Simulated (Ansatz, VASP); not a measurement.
SnO in VASP and in Ansatz

File INCAR:

```
PREC     = Accurate       # precision mode
ENCUT    = 520            # plane-wave cutoff, eV
EDIFF    = 1E-6           # SCF threshold, eV
ISMEAR   = 0              # smearing method
SIGMA    = 0.05           # smearing width, eV
LREAL    = F              # projectors in reciprocal space
LASPH    = T              # aspherical terms in the spheres
NELM     = 60             # most SCF steps
ALGO     = Normal         # electronic algorithm
ISIF     = 2              # what is computed and relaxed
LWAVE    = F              # write WAVECAR
LCHARG   = F              # write CHGCAR
LDIPOL   = T            
IDIPOL   = 3            
DIPOL    = 0.5 0.5 0.399
GGA      = PE             # functional
IVDW     = 12             # dispersion correction
NBANDS   = 50             # bands
```

KPOINTS

```
regular mesh
0
Gamma
  7 7 1
```

POSCAR

```
SnO
1.0
    3.8201526697      0.0002954396      0.0000000000
   -0.0003145245      3.8201526682      0.0000000000
    0.0000000000      0.0000000000     22.2260755522
Sn O
4 4
Direct
    0.9999453086      0.9999453086      0.2024648926
    0.4999453086      0.4999453086      0.3087831570
    0.4999453086      0.7499453086      0.4887519504
    0.9999453086      1.2499453086      0.5950702148
    0.9999461247      0.4999461247      0.2556240248
    0.4999461247      0.9999461247      0.2556240248
    0.4999444925      1.2499444925      0.5419110826
    0.9999444925      0.7499444925      0.5419110826
```

Input for Ansatz:

```yaml
crystal:
  lattice:
    - [3.8201526697, 0.0002954396, 0.0]
    - [-0.0003145245, 3.8201526682, 0.0]
    - [0.0, 0.0, 22.2260755522]
  atoms:
    - { symbol: Sn, position: [0.9999453086, 0.9999453086, 0.2024648926] }
    - { symbol: O, position: [0.9999461247, 0.4999461247, 0.2556240248] }
    - { symbol: O, position: [0.4999461247, 0.9999461247, 0.2556240248] }
    - { symbol: Sn, position: [0.4999453086, 0.4999453086, 0.308783157] }
    - { symbol: Sn, position: [0.4999453086, 0.7499453086, 0.4887519504] }
    - { symbol: O, position: [0.4999444925, 1.2499444925, 0.5419110826] }
    - { symbol: O, position: [0.9999444925, 0.7499444925, 0.5419110826] }
    - { symbol: Sn, position: [0.9999453086, 1.2499453086, 0.5950702148] }
basis:
  ecutwfc: 420
kpoints:
  mp_grid: { grid: [7, 7, 1] }
hamiltonian:
  xc: pbe
  pseudopotentials: { kind: paw, azcp: { folder: soft_1 } }
  dispersion: d3bj
scf:
  occupations: { method: gaussian, width: 0.05 }
output:
  forces: true
  eigenvalues: true
efield:
  axis: 3
  dipole_correction: true
  ramp_width: 0.04
```

Alike in both runs: task single point; functional PBE; dispersion D3(BJ); k mesh 7 × 7 × 1; occupations gaussian, width 0.05 eV; no spin polarisation.

```csv
,VASP,Ansatz
version,VASP 6.6.1,Ansatz 0.2.0
potentials or method,"VASP PAW PBE potentials, release 64 (Sn_d, O), cutoff 520 eV","scalar-relativistic, plane waves, PAW"
valence electrons in the cell,80,80
```

VASP gave:

* gap on the k mesh at the Fermi level (eV): 2.27
* least direct gap on the mesh (eV): 2.51
* rms of the force components (eV/Å): 0.031

Q: What did Ansatz give for the same quantities?

A: gap on the k mesh at the Fermi level (eV): 2.28; least direct gap on the mesh (eV): 2.52; rms of the force components (eV/Å): 0.028.

Ansatz's warnings: structure snapped to symmetry.
